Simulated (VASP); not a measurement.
Set up this calculation in VASP 6.6.1, as the native input.

| Property | Result |
| --- | --- |
| Task | single point |
| Functional | PBE |
| Dispersion | D3(BJ) |
| Potentials or basis | VASP PAW PBE potentials, release 64 (Al) |
| Cutoff | 520 eV |
| k mesh | 18 × 18 × 4 |
| Occupations | gaussian, width 0.15 eV |
| Spin | no spin polarisation |
| Dipole correction | no |
| Further INCAR settings | ALGO = Fast; EDIFF = 1e-06; NBANDS = 14 |

The structure of Al lies in POSCAR:

```
Al
1.0
    2.8144222650      0.0000000000      0.0000000000
   -1.4072111325      2.4373611785      0.0000000000
    0.0000000000      0.0000000000      9.2410470710
Al
4
Direct
    0.0000000000      0.0000000000      0.0000000000
    0.4482116708      0.8964233416      0.1742510081
    0.0000000000      0.0000000000      0.5000000000
    0.6666666667      0.3333333333      0.7500000000
```

This cell differs from its parent crystal: atom 2 (Al) moved by +0.560 Å along [1 2 0] and -0.700 Å along [0 0 1].

One way to write it, as run:

INCAR

```
SYSTEM = Al
PREC = Accurate
ENCUT = 520
EDIFF = 1E-6
ISMEAR = 0
SIGMA = 0.15
LREAL = .FALSE.
LASPH = .TRUE.
NELM = 100
ALGO = Fast
ISIF = 2
LWAVE = .FALSE.
LCHARG = .TRUE.
GGA = PE
IVDW = 12
LELF = .TRUE.
LVHAR = .TRUE.
NBANDS = 14
```

KPOINTS

```
Automatic mesh
0
G
  18 18 4
  0 0 0
```

Potentials or basis: VASP PAW PBE potentials, release 64 (Al).

Command:

```bash
$ cat potpaw_PBE.64/Al/POTCAR > POTCAR
$ mpirun -np 1 vasp_std > vasp.out
```

Results of the run:

The pressure is 14.3 GPa. The largest force is 7.580 eV/Å. The band gap on the k mesh is zero (band 6 reaches 11.96 eV, above the bottom of band 7 at 6.97 eV) and the dispersion energy per atom is -0.352 eV.

Caveat: the cell differs from its parent crystal (atom 2 (Al) moved by +0.560 Å along [1 2 0] and -0.700 Å along [0 0 1]); pairwise dispersion overbinds metals, which lowers pressure and volume; forces of over 1 eV/Å act on the atoms, so gaps and moduli don't describe the material at rest.

It took 3.1 min on 1 thread of Intel Xeon 6975P-C, with other jobs on the host, peak memory 0.37 GiB.
